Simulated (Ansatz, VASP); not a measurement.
**GaAs in VASP and in Ansatz**

```
Ga As
1.0
     0.00000    2.94641    2.94641
     2.94641    0.00000    2.94641
     2.94641    2.94641    0.00000
Ga As
1 1
Direct
  0.00000 0.00000 0.00000
  0.25000 0.25000 0.25000
```

Change from the starting cell: hydrostatic strain +4.0%.

Alike in both runs: task single point; functional r2SCAN; k mesh 8 × 8 × 8; occupations fermi-dirac, width 0.02 eV; non-collinear spin, spin-orbit coupling.

```csv
,VASP,Ansatz
version,VASP 6.6.1,Ansatz 0.2.0
potentials or method,"VASP PAW PBE potentials, release 64 (Ga_d, As)","plane waves, PAW"
plane-wave cutoff (eV),520,500
valence electrons in the cell,18,28
```

```csv
,VASP,Ansatz,Ansatz less VASP
pressure (GPa),-6.4,-6.4,-0.05
net moment per atom (μB),0.00,0.00,0.000
```

VASP's potentials were made for PBE, not for r2SCAN. VASP's potentials hold 18 valence electrons a cell and Ansatz's 28, so a difference there can come from the potentials and not from the codes.
